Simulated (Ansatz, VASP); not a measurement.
**Mg in VASP and in Ansatz**

The input INCAR:

```
SYSTEM = Mg
PREC = Accurate
ENCUT = 520
EDIFF = 1E-6
ISMEAR = 0
SIGMA = 0.1
LREAL = .FALSE.
LASPH = .TRUE.
NELM = 80
ALGO = Normal
ISIF = 2
LWAVE = .FALSE.
LCHARG = .FALSE.
GGA = PE
NBANDS = 12
```

KPOINTS

```
regular mesh
0
G
  8 8 3
  0 0 0
```

POSCAR

```
Mg
1.0
    3.2186351888      0.0000000000      0.0000000000
   -1.6093125286      2.7874142834      0.0000000000
    0.0000000000      0.0000000000     10.4546500457
Mg
4
Direct
    0.0000000000      0.0000000000      0.0000000000
    0.3333333333      0.6666666667      0.2500000000
    0.0000000000      0.0000000000      0.5000000000
    0.6666666667      0.3333333333      0.7500000000
```

Input for Ansatz:

```yaml
crystal:
  lattice:
    - [3.2186351888380536, 0.0, 0.0]
    - [-1.6093125286220078, 2.7874142833841096, 0.0]
    - [0.0, 0.0, 10.454650045703875]
  atoms:
    - { symbol: Mg, position: [0.0, 0.0, 0.0] }
    - { symbol: Mg, position: [0.3333333333333333, 0.6666666666666666, 0.25] }
    - { symbol: Mg, position: [0.0, 0.0, 0.5] }
    - { symbol: Mg, position: [0.6666666666666666, 0.3333333333333333, 0.75] }
basis:
  ecutwfc: 450.0
kpoints:
  mp_grid:
    grid: [8, 8, 3]
hamiltonian:
  xc: pbe
  pseudopotentials:
    kind: paw
scf:
  max_iter: 95
  occupations:
    method: gaussian
    width: 0.1
output:
  stress: true
```

Alike in both runs: task single point; functional PBE; k mesh 8 × 8 × 3; occupations gaussian, width 0.1 eV; no spin polarisation.

|  | VASP | Ansatz |
| --- | --- | --- |
| version | VASP 6.6.1 | Ansatz 0.2.0 |
| potentials or method | VASP PAW PBE potentials, release 64 (Mg), cutoff 520 eV | plane waves, PAW |
| valence electrons in the cell | 8 | 40 |

```csv
,VASP,Ansatz,Ansatz less VASP
pressure (GPa),-0.7,-0.6,+0.12
"traceless stress, the component that is largest in VASP (GPa)",-0.26,-0.26,-0.001
```

VASP's potentials hold 8 valence electrons a cell and Ansatz's 40, so a difference there can come from the potentials and not from the codes. Ansatz's warnings: structure snapped to symmetry.
